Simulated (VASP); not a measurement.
# CaSe (I4/mmm) in VASP: a series of runs

Runs on CaSe. Level: PBE. Tasks: single point.

Everything below comes from runs of VASP 6.6.1. Logs are shortened: lines on timing, memory, paths and dates and some standing lists are left out, and cuts for length are marked.

### Step 1. The cell of the first run

It takes space group I4/mmm (No. 139, tetragonal). The conventional cell has a = 4.180 Å, b = 4.180 Å, c = 5.321 Å, α = 90.00°, β = 90.00°, γ = 90.00°. Within 3.5 Å of Ca (site symmetry 4/mmm) lie 6 Se at 2.66 to 2.96 Å. Se (site symmetry 4/mmm) has 6 Ca at 2.66 to 2.96 Å within 3.5 Å.

### Step 2. Single point, PBE (strain -0.1000 x Voigt [0, 1, 0, 0, 0, 0])

INCAR

```
ALGO     = Normal         # electronic algorithm
EDIFF    = 1E-6           # SCF threshold, eV
ENCUT    = 520            # plane-wave cutoff, eV
GGA      = PE             # functional
ISIF     = 2              # what is computed and relaxed
ISMEAR   = 0              # smearing method
LASPH    = True           # aspherical terms in the spheres
LCHARG   = False          # write CHGCAR
LREAL    = False          # projectors in reciprocal space
LWAVE    = False          # write WAVECAR
NBANDS   = 15             # bands
NELM     = 60             # most SCF steps
PREC     = Accurate       # precision mode
SIGMA    = 0.05           # smearing width, eV
```

KPOINTS

```
k-points
0
Gamma
  8 8 8
```

POSCAR

```
CaSe
1.0
    0.0000000000      2.6604000000      2.9560000000
    2.9560000000      0.0000000000      2.9560000000
    2.9560000000      2.6604000000      0.0000000000
Ca Se
1 1
Direct
    0.0000000000      0.0000000000      0.0000000000
    0.5000000000      0.5000000000      0.5000000000
```

Potentials or basis: VASP PAW PBE potentials, release 64 (Ca_sv, Se).

The run is started by

```sh
> cat potpaw_PBE.64/Ca_sv/POTCAR potpaw_PBE.64/Se/POTCAR > POTCAR
> mpirun -np 1 vasp_std > vasp.out
```

OUTCAR:

```text
EDIFF = 1E-6
   ENCUT = 520
   GGA = PE
   ISIF = 2
   ISMEAR = 0
   LASPH = True
   LREAL = False
   NELM = 60
   PREC = Accurate

 ion  position               nearest neighbor table
   1  0.000  0.000  0.000-   2 2.66   2 2.66   2 2.96   2 2.96   2 2.96   2 2.96
   2  0.500  0.500  0.500-   1 2.66   1 2.66   1 2.96   1 2.96   1 2.96   1 2.96

  LATTYP: Found a body centered tetragonal cell.
 ALAT       =     4.1804152904
 C/A-ratio  =     1.2727922061

  Lattice vectors:

 A1 = (   0.0000000000,  -2.6604000000,   2.9560000000)
 A2 = (   0.0000000000,  -2.6604000000,  -2.9560000000)
 A3 = (   2.9560000000,   2.6604000000,   0.0000000000)

Analysis of symmetry for initial positions (statically):
=====================================================================
 Subroutine PRICEL returns:
 Original cell was already a primitive cell.

 Routine SETGRP: Setting up the symmetry group for a
 body centered tetragonal supercell.

 Subroutine GETGRP returns: Found 16 space group operations
 (whereof 16 operations were pure point group operations)
 out of a pool of 16 trial point group operations.

The static configuration has the point symmetry D_4h.

Analysis of symmetry for dynamics (positions and initial velocities):
=====================================================================
 Subroutine PRICEL returns:
 Original cell was already a primitive cell.

 Routine SETGRP: Setting up the symmetry group for a
 body centered tetragonal supercell.

 Subroutine GETGRP returns: Found 16 space group operations
 (whereof 16 operations were pure point group operations)
 out of a pool of 16 trial point group operations.

The dynamic configuration has the point symmetry D_4h.

 Subroutine INISYM returns: Found 16 space group operations
 (whereof 16 operations are pure point group operations),
 and found     1 'primitive' translations

----------------------------------------------------------------------------------------

                                     Primitive cell

  volume of cell :      46.4928

  direct lattice vectors                    reciprocal lattice vectors
     0.000000000  2.660400000  2.956000000    -0.169147497  0.187941663  0.169147497
     2.956000000  0.000000000  2.956000000     0.169147497 -0.187941663  0.169147497
     2.956000000  2.660400000  0.000000000     0.169147497  0.187941663 -0.169147497

  length of vectors
     3.976891268  4.180415290  3.976891268     0.304210157  0.304210157  0.304210157

  position of ions in fractional coordinates (direct lattice)
     0.000000000  0.000000000  0.000000000
     0.500000000  0.500000000  0.500000000

  ion indices of the primitive-cell ions
   primitive index   ion index
                 1           1
                 2           2

----------------------------------------------------------------------------------------

 KPOINTS: k-points

Automatic generation of k-mesh.
 Grid dimensions read from file:
 generate k-points for:    8    8    8

 Generating k-lattice:

  Cartesian coordinates                     Fractional coordinates (reciprocal lattice)
    -0.021143437  0.023492708  0.021143437     0.125000000  0.000000000  0.000000000
     0.021143437 -0.023492708  0.021143437     0.000000000  0.125000000  0.000000000
     0.021143437  0.023492708 -0.021143437     0.000000000  0.000000000  0.125000000

  Length of vectors
     0.038026270  0.038026270  0.038026270

  Shift w.r.t. Gamma in fractional coordinates (k-lattice)
     0.000000000  0.000000000  0.000000000

 Subroutine IBZKPT returns following result:
 ===========================================

 Found     59 irreducible k-points:

 Following reciprocal coordinates:
            Coordinates               Weight
  0.000000  0.000000  0.000000      1.000000
  0.125000  0.000000  0.000000      8.000000
  0.250000  0.000000  0.000000      8.000000
  0.375000  0.000000 -0.000000      8.000000
  0.500000  0.000000  0.000000      4.000000
  0.125000  0.125000  0.000000      4.000000
[... 16 lines left out ...]
  0.250000  0.000000  0.125000      8.000000
  0.375000  0.000000  0.125000      8.000000
 [... further k-points ...]
   k-points           NKPTS =     59   k-points in BZ     NKDIM =     59   number of bands    NBANDS=     15
   number of dos      NEDOS =    301   number of ions     NIONS =      2
   total plane-waves  NPLWV =  28800
   dimension x,y,z NGX =    30 NGY =   32 NGZ =   30
   dimension x,y,z NGXF=    60 NGYF=   64 NGZF=   60
   ions per type =               1   1
   NGX,Y,Z   is equivalent  to a cutoff of  12.54, 12.73, 12.54 a.u.
   NGXF,Y,Z  is equivalent  to a cutoff of  25.08, 25.45, 25.08 a.u.
 SYSTEM =  unknown system
   PREC   = accura    normal or accurate (medium, high low for compatibility)
   ISTART =      0    job   : 0-new  1-cont  2-samecut
   ICHARG =      2    charge: 1-file 2-atom 10-const
   ISPIN  =      1    spin polarized calculation?
   LNONCOLLINEAR =      F non collinear calculations
   LSORBIT =      F    spin-orbit coupling
   LASPH  =      T    aspherical Exc in radial PAW
   ENCUT  =  520.0 eV  38.22 Ry    6.18 a.u.   7.39  7.77  7.39*2*pi/ulx,y,z
   NELM   =     60;   NELMIN=  2; NELMDL= -5     # of ELM steps
   EDIFF  = 0.1E-05   stopping-criterion for ELM
   LREAL  =      F    real-space projection
   EDIFFG = 0.1E-04   stopping-criterion for IOM
   NSW    =      0    number of steps for IOM
   IBRION =     -1    ionic relax: 0-MD 1-quasi-New 2-CG
   NFREE  =      0    steps in history (QN), initial steepest desc. (CG)
   ISIF   =      2    stress and relaxation
   ISYM   =      2    0-nonsym 1-usesym 2-fastsym
   POTIM  = 0.5000    time-step for ionic-motion
   TEBEG  =    0.0;   TEEND  =   0.0 temperature during run
   PSTRESS=    0.0 pullay stress
   NELECT =      16.0000    total number of electrons
   NUPDOWN=      -1.0000    fix difference up-down
   EMIN   =  10.00;   EMAX   =-10.00  energy-range for DOS
   EFERMI =   0.00;   METHOD = LEGACY
   ISMEAR =     0;   SIGMA  =   0.05  broadening in eV -4-tet -1-fermi 0-gaus
   EFERMI_NEDOS =   21; number of points for ismear=-14 and -15
   IALGO  =     38    algorithm
   IMIX   =      4    mixing-type and parameters
     AMIX     =   0.40;   BMIX     =  1.00
     AMIX_MAG =   1.60;   BMIX_MAG =  1.00
  volume/ion in A,a.u.               =      23.25       156.87
  Fermi-wavevector in a.u.,A,eV,Ry     =   1.147236  2.167962 17.907324  1.316151
  Thomas-Fermi vector in A             =   2.283917
   LORBIT       =      0    0 simple, 1 ext, 2 COOP (PROOUT), +10 PAW based schemes
   GGA     = PE    functional components
   LHFCALC =     F    Hartree Fock is set to
   AEXX    =    0.0000 exact exchange contribution
   IVDW    =     0    specifies the selected vdW correction
   LEPSILON=     F    determine dielectric tensor
   LRPA    =     F    only Hartree local field effects (RPA)
 non-spin polarized calculation
 Gauss-broadening in eV      SIGMA  =   0.05
  energy-cutoff  :      520.00
  volume of cell :       46.49
 maximum number of plane-waves:      1268
 NGX is ok and might be reduce to    30
   NGX = 15   NGY = 15   NGZ = 15

 number of electron      16.0000001 magnetization

 Free energy of the ion-electron system (eV)
  ---------------------------------------------------
  ext. energy  EPLUGINS =         0.00000000
  ---------------------------------------------------
  free energy    TOTEN  =        -9.14265536 eV

  energy without entropy =       -9.14265536  energy(sigma->0) =       -9.14265536

 E-fermi :   3.7015     XC(G=0):  -9.5989

 val. band max:        3.3763422503   @ k =   0.0000   0.0000   0.0000
 cond. band min:       4.9058684861   @ k =   0.5000   0.0000   0.5000
 fundamental gap:      1.5295262358
 Fermi energy:         3.7014789324

 k-point     1 :       0.0000    0.0000    0.0000
  band No.  band energies     occupation
      1     -36.1637      2.00000
      2     -17.2096      2.00000
      3     -17.1813      2.00000
      4     -17.1813      2.00000
      5      -8.9931      2.00000
      6       3.1832      2.00000
      7       3.1832      2.00000
      8       3.3763      2.00000
      9       6.5396      0.00000
     10       6.6410      0.00000
     11       6.6410      0.00000
     12       7.3369      0.00000
     13       7.4238      0.00000
     14       8.5187      0.00000
     15      13.1511      0.00000

 k-point     2 :       0.1250    0.0000    0.0000
  band No.  band energies     occupation
      1     -36.1619      2.00000
      2     -17.2316      2.00000
      3     -17.1900      2.00000
      4     -17.1851      2.00000
      5      -8.8638      2.00000
      6       2.3864      2.00000
      7       2.8664      2.00000
      8       2.9975      2.00000
      9       6.7434      0.00000
     10       6.9398      0.00000
     11       7.2670      0.00000
     12       7.6267      0.00000
     13       7.8062      0.00000
     14       9.1829      0.00000
     15      13.4278      0.00000

 k-point     3 :       0.2500    0.0000    0.0000
  band No.  band energies     occupation
      1     -36.1574      2.00000
      2     -17.3009      2.00000
      3     -17.1941      2.00000
      4     -17.1929      2.00000
      5      -8.5335      2.00000
      6       0.9986      2.00000
      7       2.2941      2.00000
      8       2.3925      2.00000
      9       6.9765      0.00000
     10       7.6133      0.00000
     11       7.8765      0.00000
     12       8.8591      0.00000
     13       8.9656      0.00000
     14      10.4563      0.00000
     15      13.0569      0.00000
[... 343 lines left out ...]
 k-point    23 :       0.2500    0.0000    0.1250
  band No.  band energies     occupation
      1     -36.1567      2.00000
      2     -17.3006      2.00000
      3     -17.2025      2.00000
      4     -17.1983      2.00000
      5      -8.4855      2.00000
      6       1.0623      2.00000
      7       2.2963      2.00000
      8       2.3636      2.00000
      9       6.6442      0.00000
     10       7.4496      0.00000
     11       7.8467      0.00000
     12       8.5102      0.00000
     13       8.5782      0.00000
     14      11.7708      0.00000
     15      13.4457      0.00000

 k-point    24 :       0.3750    0.0000    0.1250
  band No.  band energies     occupation
      1     -36.1522      2.00000
      2     -17.3600      2.00000
      3     -17.2117      2.00000
      4     -17.2020      2.00000
      5      -8.1797      2.00000
      6       0.1476      2.00000
      7       1.8228      2.00000
      8       1.9516      2.00000
      9       6.8649      0.00000
     10       8.4376      0.00000
     11       8.6444      0.00000
     12       9.4100      0.00000
     13       9.5189      0.00000
     14      11.4686      0.00000
     15      12.9056      0.00000

 [... further k-points ...]
[... 5 lines left out ...]
  --------------------------------------------------------------------------------------
  -------------------------------------------------------------------------------------
  Total        1.0604888      6.8555461      1.0604888     -0.0000000      0.0000000      0.0000000
  in kB       36.5452460    236.2472951     36.5452460     -0.0000000      0.0000000      0.0000000
  external PRESSURE =     103.1125957 kB  Pullay stress =       0.0000000 kB

 VOLUME and BASIS-vectors are now :
 -----------------------------------------------------------------------------
  energy-cutoff  :      520.00
  volume of cell :       46.49
      direct lattice vectors                 reciprocal lattice vectors
     0.000000000  2.660400000  2.956000000    -0.169147497  0.187941663  0.169147497
     2.956000000  0.000000000  2.956000000     0.169147497 -0.187941663  0.169147497
     2.956000000  2.660400000  0.000000000     0.169147497  0.187941663 -0.169147497

 POSITION                                       TOTAL-FORCE (eV/Angst)
 -----------------------------------------------------------------------------------
      0.00000      0.00000      0.00000         0.000000      0.000000     -0.000000
      2.95600      2.66040      2.95600         0.000000      0.000000      0.000000
 -----------------------------------------------------------------------------------
    total drift:                               -0.000000      0.000000      0.000000

  FREE ENERGIE OF THE ION-ELECTRON SYSTEM (eV)
  ---------------------------------------------------
  free  energy   TOTEN  =        -9.1426553629 eV

  energy  without entropy=       -9.1426553629  energy(sigma->0) =       -9.14265536
```

Run time: 31 s. Hardware: 1 thread of AMD EPYC 7R43 (Zen 3), shared host; peak memory 0.16 GiB.

What came out:

* Free energy: -9.1427 eV
* Pressure: 10.3 GPa
* Band gap on the k mesh: 1.53 eV, indirect (least direct gap 2.59 eV)

Levels at points of the mesh, in eV from the valence-band top:
```csv
k point,band 5,band 6,band 7,band 8,band 9,band 10,band 11,band 12
"(0.00, 0.00, 0.00)",-12.37,-0.19,-0.19,0.00,3.16,3.26,3.26,3.96
"(0.50, 0.00, 0.00)",-11.38,-3.87,-1.67,-1.61,4.48,5.46,5.80,5.82
"(0.50, 0.50, 0.00)",-11.71,-3.08,-1.02,-0.95,1.64,4.68,5.83,6.07
"(0.50, 0.00, 0.50)",-11.60,-2.56,-1.48,-1.48,1.53,5.29,5.37,6.14
```

Caveat: the cell differs from its parent crystal (strain -0.1000 x Voigt [0, 1, 0, 0, 0, 0]). A k mesh can miss the band edges.

### Step 3. Single point, PBE (strain -0.0750 x Voigt [0, 1, 0, 0, 0, 0])

INCAR

```
SYSTEM = CaSe
PREC = Accurate
ENCUT = 520
EDIFF = 1E-6
ISMEAR = 0
SIGMA = 0.05
LREAL = .FALSE.
LASPH = .TRUE.
NELM = 60
ALGO = Normal
ISIF = 2
LWAVE = .FALSE.
LCHARG = .TRUE.
GGA = PE
LELF = .TRUE.
LVHAR = .TRUE.
NBANDS = 15
```

KPOINTS

```
Automatic mesh
0
G
  8 8 8
  0 0 0
```

POSCAR

```
CaSe
1.0
    0.0000000000      2.7343000000      2.9560000000
    2.9560000000      0.0000000000      2.9560000000
    2.9560000000      2.7343000000      0.0000000000
Ca Se
1 1
Direct
    0.0000000000      0.0000000000      0.0000000000
    0.5000000000      0.5000000000      0.5000000000
```

Potentials or basis: VASP PAW PBE potentials, release 64 (Ca_sv, Se).

The run is started by

```sh
> cat potpaw_PBE.64/Ca_sv/POTCAR potpaw_PBE.64/Se/POTCAR > POTCAR
> mpirun -np 1 vasp_std > vasp.out
```

Run time: 33 s. Hardware: 1 thread of AMD EPYC 7R43 (Zen 3), shared host; peak memory 0.16 GiB.

Results (log left out):

- Free energy: -9.2994 eV
- Pressure: 7.2 GPa
- Band gap on the k mesh: 1.70 eV, indirect (least direct gap 2.68 eV)

Stress tensor (GPa, compression positive):
```
 3.05  0.00  0.00
 0.00 15.55  0.00
 0.00  0.00  3.05
```

Levels at points of the mesh, in eV from the valence-band top:
| k point | band 4 | band 5 | band 6 | band 7 | band 8 | band 9 | band 10 | band 11 | band 12 | band 13 |
| --- | --- | --- | --- | --- | --- | --- | --- | --- | --- | --- |
| (0.00, 0.00, 0.00) | -20.58 | -12.18 | -0.11 | -0.11 | 0.00 | 3.33 | 3.41 | 3.41 | 3.98 | 4.08 |
| (0.50, 0.00, 0.00) | -20.59 | -11.29 | -3.68 | -1.50 | -1.46 | 4.53 | 5.51 | 5.72 | 5.75 | 7.60 |
| (0.50, 0.50, 0.00) | -20.61 | -11.54 | -2.90 | -1.00 | -0.91 | 1.77 | 4.82 | 5.63 | 6.09 | 6.32 |
| (0.50, 0.00, 0.50) | -20.64 | -11.46 | -2.56 | -1.30 | -1.30 | 1.70 | 5.25 | 5.29 | 6.17 | 6.17 |

Caveat: the cell differs from its parent crystal (strain -0.0750 x Voigt [0, 1, 0, 0, 0, 0]). A k mesh can miss the band edges.

### Step 4. Single point, PBE (strain -0.0500 x Voigt [0, 1, 0, 0, 0, 0])

INCAR

```
SYSTEM = CaSe
PREC     = Accurate       ! precision mode
ENCUT    = 520            ! plane-wave cutoff, eV
EDIFF    = 1E-6           ! SCF threshold, eV
ISMEAR   = 0              ! smearing method
SIGMA    = 0.05           ! smearing width, eV
LREAL    = .FALSE.        ! projectors in reciprocal space
LASPH    = .TRUE.         ! aspherical terms in the spheres
NELM     = 60             ! most SCF steps
ALGO     = Normal         ! electronic algorithm
ISIF     = 2              ! what is computed and relaxed
LWAVE    = .FALSE.        ! write WAVECAR
LCHARG   = .FALSE.        ! write CHGCAR
GGA      = PE             ! functional
NBANDS   = 15             ! bands
```

KPOINTS is that of step 3.

POSCAR

```
CaSe
1.0
    0.0000000000      2.8082000000      2.9560000000
    2.9560000000      0.0000000000      2.9560000000
    2.9560000000      2.8082000000      0.0000000000
Ca Se
1 1
Direct
    0.0000000000      0.0000000000      0.0000000000
    0.5000000000      0.5000000000      0.5000000000
```

The run is started by

```sh
> cat potpaw_PBE.64/Ca_sv/POTCAR potpaw_PBE.64/Se/POTCAR > POTCAR
> mpirun -np 1 vasp_std > vasp.out
```

Wall time 33 s (1 thread of AMD EPYC 7R43 (Zen 3), shared host); peak memory 0.16 GiB.

Results (log left out):

| Item | Value |
| --- | --- |
| Free energy | -9.3991 eV |
| Pressure | 4.8 GPa |
| Band gap on the k mesh | 1.83 eV, indirect (least direct gap 2.77 eV) |

Stress tensor (GPa, compression positive):
```
2.46 0.00 0.00
0.00 9.42 0.00
0.00 0.00 2.46
```

Levels at points of the mesh, in eV from the valence-band top:
| k point | band 6 | band 7 | band 8 | band 9 | band 10 | band 11 |
| --- | --- | --- | --- | --- | --- | --- |
| (0.00, 0.00, 0.00) | -0.05 | -0.05 | 0.00 | 3.43 | 3.53 | 3.53 |
| (0.50, 0.00, 0.00) | -3.53 | -1.38 | -1.35 | 4.55 | 5.52 | 5.64 |
| (0.50, 0.50, 0.00) | -2.76 | -0.98 | -0.90 | 1.87 | 4.93 | 5.43 |
| (0.50, 0.00, 0.50) | -2.55 | -1.16 | -1.16 | 1.83 | 5.19 | 5.21 |

Caveat: the cell differs from its parent crystal (strain -0.0500 x Voigt [0, 1, 0, 0, 0, 0]). A k mesh can miss the band edges.

### Step 5. Single point, PBE (strain +0.0750 x Voigt [0, 1, 0, 0, 0, 0])

INCAR

```
PREC = Accurate
ENCUT = 520
EDIFF = 1E-6
ISMEAR = 0
SIGMA = 0.05
LREAL = False
LASPH = True
NELM = 100
ALGO = Normal
ISIF = 2
LWAVE = False
LCHARG = False
GGA = PE
NBANDS = 15
```

KPOINTS

```
Automatic mesh
0
Gamma
  8 8 8
```

POSCAR

```
CaSe
1.0
    0.0000000000      3.1777000000      2.9560000000
    2.9560000000      0.0000000000      2.9560000000
    2.9560000000      3.1777000000      0.0000000000
Ca Se
1 1
Direct
    0.0000000000      0.0000000000      0.0000000000
    0.5000000000      0.5000000000      0.5000000000
```

The run is started by

```sh
> cat potpaw_PBE.64/Ca_sv/POTCAR potpaw_PBE.64/Se/POTCAR > POTCAR
> mpirun -np 1 vasp_std > vasp.out
```

It took 33 s on 1 thread of AMD EPYC 7R43 (Zen 3), shared host; peak memory 0.17 GiB.

It converged, with:

```yaml
Free_energy: -9.4335 eV
Pressure: -1.5 GPa
Band_gap_on_the_k_mesh: 2.18 eV, indirect (least direct gap 2.85 eV)
```

Stress tensor (GPa, compression positive):
```
-0.06  0.00  0.00
 0.00 -4.31  0.00
 0.00  0.00 -0.06
```

Levels at points of the mesh, in eV from the valence-band top:
```tsv
k point	band 4	band 5	band 6	band 7	band 8	band 9	band 10	band 11	band 12	band 13
(0.00, 0.00, 0.00)	-20.92	-11.58	-0.01	0.00	0.00	2.85	3.44	3.88	3.88	4.29
(0.50, 0.00, 0.00)	-20.92	-10.99	-3.03	-1.09	-1.06	4.37	5.29	5.30	5.42	6.74
(0.50, 0.50, 0.00)	-20.96	-11.06	-2.28	-1.04	-0.83	2.18	4.61	5.10	5.65	5.80
(0.50, 0.00, 0.50)	-20.94	-11.13	-2.44	-0.71	-0.71	2.20	4.84	4.86	5.69	5.80
```

Caveat: the cell differs from its parent crystal (strain +0.0750 x Voigt [0, 1, 0, 0, 0, 0]).

### Step 6. Overview

| cell | gap on the mesh (eV) | pressure (GPa) |
| --- | --- | --- |
| a = 3.977, b = 4.180 Å, angles 58.3, 63.4, 58.3°, 2 atoms | 1.53 | 10.3 |
| a = 4.027, b = 4.180 Å, angles 58.7, 62.5, 58.7°, 2 atoms | 1.70 | 7.2 |
| a = 4.077, b = 4.180 Å, angles 59.2, 61.7, 59.2°, 2 atoms | 1.83 | 4.8 |
| a = 4.340, b = 4.180 Å, angles 61.2, 57.6, 61.2°, 2 atoms | 2.18 | -1.5 |

Alike in all rows: task single point; level PBE; potentials or basis VASP PAW PBE potentials, release 64 (Ca_sv, Se); no spin polarisation; k mesh 8 × 8 × 8; cutoff (eV) 520; smearing gaussian 0.05 eV.

Total energies depend on the potentials used, so only differences within one code and one set of settings carry meaning.
